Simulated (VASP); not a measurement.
Set up this calculation in VASP 6.6.1, as the native input.

```yaml
Task: single point
Functional: PBE
Potentials_or_basis: VASP PAW PBE potentials, release 64 (Pb_d)
Cutoff: 520 eV
k_mesh: 9 × 9 × 1
Occupations: fermi-dirac, width 0.05 eV
Spin: no spin polarisation
Dipole_correction: no
Further_INCAR_settings: ALGO = Normal; EDIFF = 1e-07; NBANDS = 36
```

The structure of Pb lies in POSCAR:

```
Pb
1.0
    3.4928246563      0.0000000000      0.0000000000
   -1.7464123282      3.0248748834      0.0000000000
    0.0000000000      0.0000000000     23.5556381691
Pb
4
Direct
    0.6666666667      0.3333333333      0.3183951097
    0.3333333333      0.6666666667      0.4394650366
    0.0000000000      0.0000000000      0.5605349634
    0.6666666667      0.3333333333      0.6816048903
```

The input as run:

INCAR

```
PREC     = Accurate       # precision mode
ENCUT    = 520            # plane-wave cutoff, eV
EDIFF    = 1E-7           # SCF threshold, eV
ISMEAR   = -1             # smearing method
SIGMA    = 0.05           # smearing width, eV
LREAL    = False          # projectors in reciprocal space
LASPH    = True           # aspherical terms in the spheres
NELM     = 100            # most SCF steps
ALGO     = Normal         # electronic algorithm
ISIF     = 2              # what is computed and relaxed
LWAVE    = False          # write WAVECAR
LCHARG   = True           # write CHGCAR
GGA      = PE             # functional
LELF     = True           # ELF
LVHAR    = True         
NBANDS   = 36             # bands
```

KPOINTS

```
regular mesh
0
Gamma
  9 9 1
```

Potentials or basis: VASP PAW PBE potentials, release 64 (Pb_d).

Launch:

```bash
$ cat potpaw_PBE.64/Pb_d/POTCAR > POTCAR
$ mpirun -np 1 vasp_std > vasp.out
```

It gave:

```json
{
 "Largest force": "0.307 eV/Å",
 "Band gap on the k mesh": "zero (band 28 reaches 4.74 eV, above the bottom of band 29 at 0.21 eV)"
}
```

Caveat: spin-orbit coupling is left out, which moves the levels of the heavy elements.

Run time: 2.9 min on 1 thread of Intel(R) Xeon(R) Platinum 8375C CPU @ 2.90GHz (Ice Lake) (shared host), peak memory 0.38 GiB.
